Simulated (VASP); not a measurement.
# GaN (Fm-3m) in VASP: single point with PBEsol+D3(BJ)

Aim: the single point of GaN with PBEsol+D3(BJ).

All numbers are computed with VASP 6.6.1; they aren't measurements. Logs are shortened: lines on timing, memory, paths and dates and some standing lists are left out, and cuts for length are marked.

### 1 The cell of the first run

Symmetry: Fm-3m, No. 225, cubic system. The conventional cell has a = 4.270 Å, b = 4.270 Å, c = 4.270 Å, α = 90.00°, β = 90.00°, γ = 90.00°. Ga (site symmetry m-3m) has 6 N at 2.14 Å within 2.8 Å. Within 2.8 Å of N (site symmetry m-3m) lie 6 Ga at 2.14 Å.

### 2 Single point, PBEsol+D3(BJ)

File INCAR:

```
ALGO     = Normal         # electronic algorithm
EDIFF    = 1E-6           # SCF threshold, eV
ENCUT    = 520            # plane-wave cutoff, eV
GGA      = PS             # functional
ISIF     = 2              # what is computed and relaxed
ISMEAR   = 0              # smearing method
IVDW     = 12             # dispersion correction
LASPH    = T              # aspherical terms in the spheres
LCHARG   = F              # write CHGCAR
LREAL    = F              # projectors in reciprocal space
LWAVE    = F              # write WAVECAR
NBANDS   = 16             # bands
NELM     = 100            # most SCF steps
PREC     = Accurate       # precision mode
SIGMA    = 0.01           # smearing width, eV
```

File KPOINTS:

```
k-points
0
Gamma
  8 8 8
```

File POSCAR:

```
GaN
1.0
    0.0000000000      2.1352350000      2.1352350000
    2.1352350000      0.0000000000      2.1352350000
    2.1352350000      2.1352350000      0.0000000000
Ga N
1 1
Direct
    0.0000000000      0.0000000000      0.0000000000
    0.5000000000      0.5000000000      0.5000000000
```

Potentials or basis: VASP PAW PBE potentials, release 64 (Ga_d, N).

On the command line:

```sh
$ cat potpaw_PBE.64/Ga_d/POTCAR potpaw_PBE.64/N/POTCAR > POTCAR
$ mpirun -np 1 vasp_std > vasp.out
```

OUTCAR:

```text
EDIFF = 1E-6
   ENCUT = 520
   GGA = PS
   ISIF = 2
   ISMEAR = 0
   IVDW = 12
   LASPH = T
   LREAL = F
   NELM = 100
   PREC = Accurate
 IVDW          = 12

 ion  position               nearest neighbor table
   1  0.000  0.000  0.000-   2 2.14   2 2.14   2 2.14   2 2.14   2 2.14   2 2.14
   2  0.500  0.500  0.500-   1 2.14   1 2.14   1 2.14   1 2.14   1 2.14   1 2.14

  LATTYP: Found a face centered cubic cell.
 ALAT       =     4.2704700000

  Lattice vectors:

 A1 = (   0.0000000000,   2.1352350000,   2.1352350000)
 A2 = (   2.1352350000,   0.0000000000,   2.1352350000)
 A3 = (   2.1352350000,   2.1352350000,   0.0000000000)

Analysis of symmetry for initial positions (statically):
=====================================================================
 Subroutine PRICEL returns:
 Original cell was already a primitive cell.

 Routine SETGRP: Setting up the symmetry group for a
 face centered cubic supercell.

 Subroutine GETGRP returns: Found 48 space group operations
 (whereof 48 operations were pure point group operations)
 out of a pool of 48 trial point group operations.

The static configuration has the point symmetry O_h .

Analysis of symmetry for dynamics (positions and initial velocities):
=====================================================================
 Subroutine PRICEL returns:
 Original cell was already a primitive cell.

 Routine SETGRP: Setting up the symmetry group for a
 face centered cubic supercell.

 Subroutine GETGRP returns: Found 48 space group operations
 (whereof 48 operations were pure point group operations)
 out of a pool of 48 trial point group operations.

The dynamic configuration has the point symmetry O_h .

 Subroutine INISYM returns: Found 48 space group operations
 (whereof 48 operations are pure point group operations),
 and found     1 'primitive' translations

----------------------------------------------------------------------------------------

                                     Primitive cell

  volume of cell :      19.4700

  direct lattice vectors                    reciprocal lattice vectors
     0.000000000  2.135235000  2.135235000    -0.234166263  0.234166263  0.234166263
     2.135235000  0.000000000  2.135235000     0.234166263 -0.234166263  0.234166263
     2.135235000  2.135235000  0.000000000     0.234166263  0.234166263 -0.234166263

  length of vectors
     3.019678296  3.019678296  3.019678296     0.405587864  0.405587864  0.405587864

  position of ions in fractional coordinates (direct lattice)
     0.000000000  0.000000000  0.000000000
     0.500000000  0.500000000  0.500000000

  ion indices of the primitive-cell ions
   primitive index   ion index
                 1           1
                 2           2

----------------------------------------------------------------------------------------

 KPOINTS: k-points

Automatic generation of k-mesh.
 Grid dimensions read from file:
 generate k-points for:    8    8    8

 Generating k-lattice:

  Cartesian coordinates                     Fractional coordinates (reciprocal lattice)
    -0.029270783  0.029270783  0.029270783     0.125000000  0.000000000  0.000000000
     0.029270783 -0.029270783  0.029270783     0.000000000  0.125000000  0.000000000
     0.029270783  0.029270783 -0.029270783     0.000000000  0.000000000  0.125000000

  Length of vectors
     0.050698483  0.050698483  0.050698483

  Shift w.r.t. Gamma in fractional coordinates (k-lattice)
     0.000000000  0.000000000  0.000000000

 Subroutine IBZKPT returns following result:
 ===========================================

 Found     29 irreducible k-points:

 Following reciprocal coordinates:
            Coordinates               Weight
  0.000000  0.000000  0.000000      1.000000
  0.125000  0.000000  0.000000      8.000000
  0.250000  0.000000  0.000000      8.000000
  0.375000  0.000000  0.000000      8.000000
  0.500000  0.000000  0.000000      4.000000
  0.125000  0.125000  0.000000      6.000000
[... 16 lines left out ...]
  0.500000  0.250000  0.125000     48.000000
 -0.375000  0.250000  0.125000     24.000000
 [... further k-points ...]
   k-points           NKPTS =     29   k-points in BZ     NKDIM =     29   number of bands    NBANDS=     16
   number of dos      NEDOS =    301   number of ions     NIONS =      2
   total plane-waves  NPLWV =  13824
   dimension x,y,z NGX =    24 NGY =   24 NGZ =   24
   dimension x,y,z NGXF=    48 NGYF=   48 NGZF=   48
   ions per type =               1   1
   NGX,Y,Z   is equivalent  to a cutoff of  13.21, 13.21, 13.21 a.u.
   NGXF,Y,Z  is equivalent  to a cutoff of  26.43, 26.43, 26.43 a.u.
 SYSTEM =  unknown system
   PREC   = accura    normal or accurate (medium, high low for compatibility)
   ISTART =      0    job   : 0-new  1-cont  2-samecut
   ICHARG =      2    charge: 1-file 2-atom 10-const
   ISPIN  =      1    spin polarized calculation?
   LNONCOLLINEAR =      F non collinear calculations
   LSORBIT =      F    spin-orbit coupling
   LASPH  =      T    aspherical Exc in radial PAW
   ENCUT  =  520.0 eV  38.22 Ry    6.18 a.u.   5.61  5.61  5.61*2*pi/ulx,y,z
   NELM   =    100;   NELMIN=  2; NELMDL= -5     # of ELM steps
   EDIFF  = 0.1E-05   stopping-criterion for ELM
   LREAL  =      F    real-space projection
   EDIFFG = 0.1E-04   stopping-criterion for IOM
   NSW    =      0    number of steps for IOM
   IBRION =     -1    ionic relax: 0-MD 1-quasi-New 2-CG
   NFREE  =      0    steps in history (QN), initial steepest desc. (CG)
   ISIF   =      2    stress and relaxation
   ISYM   =      2    0-nonsym 1-usesym 2-fastsym
   POTIM  = 0.5000    time-step for ionic-motion
   TEBEG  =    0.0;   TEEND  =   0.0 temperature during run
   PSTRESS=    0.0 pullay stress
   NELECT =      18.0000    total number of electrons
   NUPDOWN=      -1.0000    fix difference up-down
   EMIN   =  10.00;   EMAX   =-10.00  energy-range for DOS
   EFERMI =   0.00;   METHOD = LEGACY
   ISMEAR =     0;   SIGMA  =   0.01  broadening in eV -4-tet -1-fermi 0-gaus
   EFERMI_NEDOS =   21; number of points for ismear=-14 and -15
   IALGO  =     38    algorithm
   IMIX   =      4    mixing-type and parameters
     AMIX     =   0.40;   BMIX     =  1.00
     AMIX_MAG =   1.60;   BMIX_MAG =  1.00
  volume/ion in A,a.u.               =       9.74        65.70
  Fermi-wavevector in a.u.,A,eV,Ry     =   1.594814  3.013761 34.605481  2.543431
  Thomas-Fermi vector in A             =   2.692830
   LORBIT       =      0    0 simple, 1 ext, 2 COOP (PROOUT), +10 PAW based schemes
   GGA     = PS    functional components
   LHFCALC =     F    Hartree Fock is set to
   AEXX    =    0.0000 exact exchange contribution
   IVDW    =    12    specifies the selected vdW correction
   LEPSILON=     F    determine dielectric tensor
   LRPA    =     F    only Hartree local field effects (RPA)
 non-spin polarized calculation
 Gauss-broadening in eV      SIGMA  =   0.01
  energy-cutoff  :      520.00
  volume of cell :       19.47
 maximum number of plane-waves:       544
 NGX is ok and might be reduce to    24
   NGX = 11   NGY = 11   NGZ = 11

 number of electron      18.0000005 magnetization

 Free energy of the ion-electron system (eV)
  ---------------------------------------------------
  ext. energy  EPLUGINS =         0.00000000
  ---------------------------------------------------
  free energy    TOTEN  =       -12.24344799 eV

  energy without entropy =      -12.24344799  energy(sigma->0) =      -12.24344799

 E-fermi :   7.4335     XC(G=0): -13.1024

 val. band max:        7.3742709001   @ k =  -0.2500   0.1250   0.0000
 cond. band min:       7.7133772623   @ k =   0.5000   0.5000   0.0000
 fundamental gap:      0.3391063622
 Fermi energy:         7.4335322806

 k-point     1 :       0.0000    0.0000    0.0000
  band No.  band energies     occupation
      1      -9.6183      2.00000
      2      -6.5546      2.00000
      3      -6.5546      2.00000
      4      -6.5546      2.00000
      5      -6.4656      2.00000
      6      -6.4656      2.00000
[... 8 lines left out ...]
     15      22.6672      0.00000
     16      22.6672      0.00000

 k-point     2 :       0.1250    0.0000    0.0000
  band No.  band energies     occupation
      1      -9.3226      2.00000
      2      -6.5652      2.00000
      3      -6.5445      2.00000
      4      -6.5445      2.00000
      5      -6.4793      2.00000
      6      -6.4793      2.00000
[... 8 lines left out ...]
     15      23.1494      0.00000
     16      23.1494      0.00000

 k-point     3 :       0.2500    0.0000    0.0000
  band No.  band energies     occupation
      1      -8.4876      2.00000
      2      -6.5949      2.00000
      3      -6.5949      2.00000
      4      -6.5893      2.00000
      5      -6.4362      2.00000
      6      -6.4362      2.00000
[... 8 lines left out ...]
     15      24.8599      0.00000
     16      24.8599      0.00000

 k-point     4 :       0.3750    0.0000    0.0000
  band No.  band energies     occupation
      1      -7.3528      2.00000
      2      -6.6669      2.00000
      3      -6.6669      2.00000
      4      -6.6073      2.00000
      5      -6.3699      2.00000
      6      -6.3699      2.00000
[... 8 lines left out ...]
     15      27.5134      0.00000
     16      27.5134      0.00000

 k-point     5 :       0.5000    0.0000    0.0000
  band No.  band energies     occupation
      1      -6.7401      2.00000
      2      -6.6972      2.00000
      3      -6.6972      2.00000
      4      -6.5612      2.00000
      5      -6.3414      2.00000
      6      -6.3414      2.00000
[... 8 lines left out ...]
     15      29.9507      0.00000
     16      29.9507      0.00000

 k-point     6 :       0.1250    0.1250    0.0000
  band No.  band energies     occupation
      1      -9.2368      2.00000
      2      -6.5793      2.00000
      3      -6.5234      2.00000
      4      -6.5234      2.00000
      5      -6.5226      2.00000
      6      -6.4504      2.00000
[... 8 lines left out ...]
     15      25.5888      0.00000
     16      25.5888      0.00000
[... 267 lines left out ...]
 k-point    21 :       0.5000    0.5000    0.0000
  band No.  band energies     occupation
      1      -8.1699      2.00000
      2      -6.7249      2.00000
      3      -6.3619      2.00000
      4      -6.2909      2.00000
      5      -6.2909      2.00000
      6      -3.5873      2.00000
[... 8 lines left out ...]
     15      34.0724      0.00000
     16      34.8358      0.00000

 k-point    22 :       0.3750    0.2500    0.1250
  band No.  band energies     occupation
      1      -8.0976      2.00000
      2      -6.6160      2.00000
      3      -6.5606      2.00000
      4      -6.4968      2.00000
      5      -6.4368      2.00000
      6      -6.1754      2.00000
[... 8 lines left out ...]
     15      28.1212      0.00000
     16      28.4868      0.00000

 k-point    23 :       0.5000    0.2500    0.1250
  band No.  band energies     occupation
      1      -7.6674      2.00000
      2      -6.6316      2.00000
      3      -6.5786      2.00000
      4      -6.5053      2.00000
      5      -6.3668      2.00000
      6      -5.5195      2.00000
[... 8 lines left out ...]
     15      28.0529      0.00000
     16      29.6003      0.00000

 k-point    24 :      -0.3750    0.2500    0.1250
  band No.  band energies     occupation
      1      -7.5450      2.00000
      2      -6.6552      2.00000
      3      -6.5781      2.00000
      4      -6.5040      2.00000
      5      -6.3381      2.00000
      6      -4.9845      2.00000
[... 8 lines left out ...]
     15      25.8906      0.00000
     16      30.4944      0.00000

 [... further k-points ...]

------------------------ aborting loop because EDIFF is reached ----------------------------------------

 Edisp (eV)   -0.52048

 E8    (eV) :    -0.3300

  FORCE on cell =-STRESS in cart. coord.  units (eV):
  Direction    XX          YY          ZZ          XY          YZ          ZX
  --------------------------------------------------------------------------------------
  -------------------------------------------------------------------------------------
  Total      -1.41610    -1.41610    -1.41610     0.00000     0.00000     0.00000
  in kB    -116.52955  -116.52955  -116.52955     0.00000     0.00000     0.00000
  external pressure =     -116.53 kB  Pullay stress =        0.00 kB

 VOLUME and BASIS-vectors are now :
 -----------------------------------------------------------------------------
  energy-cutoff  :      520.00
  volume of cell :       19.47
      direct lattice vectors                 reciprocal lattice vectors
     0.000000000  2.135235000  2.135235000    -0.234166263  0.234166263  0.234166263
     2.135235000  0.000000000  2.135235000     0.234166263 -0.234166263  0.234166263
     2.135235000  2.135235000  0.000000000     0.234166263  0.234166263 -0.234166263

 POSITION                                       TOTAL-FORCE (eV/Angst)
 -----------------------------------------------------------------------------------
      0.00000      0.00000      0.00000         0.000000      0.000000     -0.000000
      2.13524      2.13524      2.13524        -0.000000     -0.000000      0.000000
 -----------------------------------------------------------------------------------
    total drift:                                0.000000     -0.000000     -0.000000

  FREE ENERGIE OF THE ION-ELECTRON SYSTEM (eV)
  ---------------------------------------------------
  free  energy   TOTEN  =       -12.7639254685 eV

  energy  without entropy=      -12.7639254685  energy(sigma->0) =      -12.76392547
```

Run time: 4 s. Hardware: 1 thread of Intel Xeon 6975P-C (Granite Rapids), shared host; peak memory 0.15 GiB.

Results:

```yaml
Free_energy: -12.7639 eV
Pressure: -11.7 GPa
Band_gap_on_the_k_mesh: 0.34 eV, indirect (least direct gap 2.37 eV)
Dispersion_energy_per_atom: -0.260 eV
```

Levels at points of the mesh, in eV from the valence-band top:
| k point | band 5 | band 6 | band 7 | band 8 | band 9 | band 10 | band 11 | band 12 | band 13 | band 14 |
| --- | --- | --- | --- | --- | --- | --- | --- | --- | --- | --- |
| (0.00, 0.00, 0.00) | -13.84 | -13.84 | -0.47 | -0.47 | -0.47 | 1.90 | 14.44 | 14.44 | 14.44 | 15.29 |
| (0.50, 0.00, 0.00) | -13.72 | -13.72 | -8.14 | -0.15 | -0.15 | 4.49 | 8.82 | 8.82 | 9.00 | 15.92 |
| (0.50, 0.50, 0.00) | -13.67 | -10.96 | -6.95 | -2.95 | -2.95 | 0.34 | 7.66 | 11.56 | 14.04 | 14.04 |

Caveat: the PAW data sets were made with another functional, which shifts forces and pressure a little. A k mesh can miss the band edges.
